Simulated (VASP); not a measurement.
Write the native input for VASP 6.6.1 that does the following.

```yaml
Task: single point
Functional: PBE
Potentials_or_basis: VASP PAW PBE potentials, release 64 (Li_sv)
Cutoff: 750 eV
k_mesh: 9 × 9 × 9
Occupations: fermi-dirac, width 0.05 eV
Spin: no spin polarisation
Dipole_correction: no
Further_INCAR_settings: ALGO = Normal; EDIFF = 1e-06; NBANDS = 8
```

The structure of Li lies in POSCAR:

```
Li
1.0
   -1.7195570000      1.7195570000      1.7546500000
    1.7195570000     -1.7195570000      1.7546500000
    1.7195570000      1.7195570000     -1.7546500000
Li
1
Direct
    0.0000000000      0.0000000000      0.0000000000
```

These files were run (other wordings do the same):

INCAR

```
PREC = Accurate
ENCUT = 750
EDIFF = 1E-6
ISMEAR = -1
SIGMA = 0.05
LREAL = False
LASPH = True
NELM = 120
ALGO = Normal
ISIF = 2
LWAVE = False
LCHARG = False
GGA = PE
NBANDS = 8
GGA_COMPAT = False
```

KPOINTS

```
Automatic mesh
0
Gamma
  9 9 9
```

Potentials or basis: VASP PAW PBE potentials, release 64 (Li_sv).

Command:

```sh
$ cat potpaw_PBE.64/Li_sv/POTCAR > POTCAR
$ mpirun -np 1 vasp_std > vasp.out
```

It gave:

* Pressure: -0.4 GPa
* Band gap on the k mesh: zero (an odd number of electrons rules out a gap without spin polarisation)

It took 11 s on 1 thread of Intel Xeon 8259CL (shared host), peak memory 0.15 GiB.
